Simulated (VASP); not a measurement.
Runs of VASP 6.6.1 on Fe. The structure is that of space group Fd-3m (No. 227), or close to it. The cells are those of the table. 

```tsv
cell	k mesh	gap on the mesh (eV)	pressure (GPa)
a = 3.534 Å, angles 60.0°, 2 atoms	13 × 13 × 13	none	-15.6
a = 3.261 Å, angles 60.0°, 2 atoms	13 × 13 × 13	none	(b)
a = 3.403 Å, angles 60.0°, 2 atoms	18 × 18 × 18	none	-1.0
a = 3.491 Å, angles 60.0°, 2 atoms	13 × 13 × 13	none	-11.7
a = 3.309 Å, angles 60.0°, 2 atoms	13 × 13 × 13	none	(a)
```

Alike in all rows: task single point; level r2SCAN; potentials or basis VASP PAW PBE potentials, release 64 (Fe); no spin polarisation; cutoff (eV) 520; smearing fermi-dirac 0.1 eV.

Task: Fill in the values left out.

Result: (a) 15.5; (b) 26.8.

Caveats: the PAW data sets were made with another functional, which shifts forces and pressure a little; the run has no spin polarisation, though such a crystal can be magnetic.

A gap of «none» marks levels without a gap at the run's occupations.
